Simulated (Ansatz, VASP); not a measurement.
BiTe in VASP and in Ansatz

```
CELL_PARAMETERS angstrom
5.40918 -0.01365 -0.08173
-2.71641 4.73004 0.09925
-0.09564 0.07889 6.49826
ATOMIC_POSITIONS crystal
Bi 0.68775 0.34777 0.04610
Bi 0.30502 0.65659 0.53447
Te 0.66323 0.32679 0.59108
Te 0.34400 0.66885 0.07874
```

Change from the starting cell: all atoms moved at random (sigma 0.1 Å), cell strained at random (1 %).

Alike in both runs: task single point; functional PBE; k mesh 8 × 8 × 4; occupations gaussian, width 0.05 eV; no spin polarisation.

```csv
,VASP,Ansatz
version,VASP 6.6.1,Ansatz 0.2.0
potentials or method,"VASP PAW PBE potentials, release 64 (Bi_d, Te), cutoff 520 eV","scalar-relativistic, plane waves, PAW"
valence electrons in the cell,42,62
```

```tsv
	VASP	Ansatz	Ansatz less VASP
gap on the k mesh at the Fermi level (eV)	none	none	-
pressure (GPa)	1.6	1.6	+0.03
traceless stress, the component that is largest in VASP (GPa)	0.36	0.35	-0.003
rms of the force components (eV/Å)	0.331	0.329	-0.0017
```

Atom by atom the forces differ by 0.002 eV/Å (rms over components). A gap of «none» marks a metal or a gap that the smearing closes. VASP's potentials hold 42 valence electrons a cell and Ansatz's 62, so a difference there can come from the potentials and not from the codes.

Neither program's run includes spin-orbit coupling.
